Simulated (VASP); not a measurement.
**AlP: relaxation of cell and atoms with PBEsol**

AlP:

```
Al P
1.0
     0.00000    2.76125    2.76125
     2.76125    0.00000    2.76125
     2.76125    2.76125    0.00000
Al P
1 1
Direct
  0.00000 0.00000 0.00000
  0.75000 0.75000 0.75000
```

* Program: VASP 6.6.1
* Task: relaxation of cell and atoms
* Functional: PBEsol
* Potentials or basis: VASP PAW PBE potentials, release 64 (Al, P)
* Cutoff: 500 eV
* k mesh: 8 × 8 × 8
* Occupations: gaussian, width 0.02 eV
* Spin: no spin polarisation
* Target pressure: -3 GPa
* Dipole correction: no
* Further INCAR settings: ALGO = Normal; EDIFF = 1e-07; IBRION = 2; EDIFFG = -0.008; NSW = 70; ISIF = 3

- Relaxed volume: 21.25 Å³/atom
- Relaxed cell: a = 3.917 Å, b = 3.917 Å, c = 3.917 Å, α = 60.00°, β = 60.00°, γ = 60.00°
- Space group after relaxing (to 0.05 Å): F-43m (No. 216)
- Energy change on relaxing (the enthalpy is what falls): +3.2 meV/atom
- Ionic steps: 3
- Pressure after relaxing: -3.0 GPa
- Band gap on the k mesh: 1.52 eV, indirect (least direct gap 2.84 eV)

Step by step:
```
step  energy change (eV)  largest force (eV/Å)  pressure (GPa)  volume (Å³)
   1              0.0000                0.0000           -2.30        42.11
   2              0.0099                0.0000           -3.30        42.67
   3              0.0065                0.0000           -3.00        42.50
```

Final structure:
```yaml
crystal:
  lattice:
    - [0.00000, 2.76978, 2.76978]
    - [2.76978, 0.00000, 2.76978]
    - [2.76978, 2.76978, 0.00000]
  atoms:
    - { symbol: Al, position: [0.00000, 0.00000, 0.00000] }
    - { symbol: P, position: [0.75000, 0.75000, 0.75000] }
```

Levels at points of the mesh, in eV from the valence-band top:
| k point | band 1 | band 2 | band 3 | band 4 | band 5 | band 6 | band 7 | band 8 |
| --- | --- | --- | --- | --- | --- | --- | --- | --- |
| (0.00, 0.00, 0.00) | -11.28 | 0.00 | 0.00 | 0.00 | 2.84 | 4.45 | 4.45 | 4.45 |
| (0.50, 0.00, 0.00) | -9.69 | -5.39 | -0.74 | -0.74 | 2.57 | 4.73 | 4.73 | 7.96 |
| (0.50, 0.50, 0.00) | -9.07 | -5.20 | -2.04 | -2.04 | 1.52 | 2.38 | 10.63 | 10.63 |

Wall time 11 s on 1 thread of Intel(R) Xeon(R) 6975P-C (Granite Rapids) (shared host), peak memory 0.15 GiB.

Caveat: the cell is relaxed towards a set pressure, so the enthalpy falls and the energy may rise; the PAW data sets were made with another functional, which shifts forces and pressure a little. A k mesh can miss the band edges.
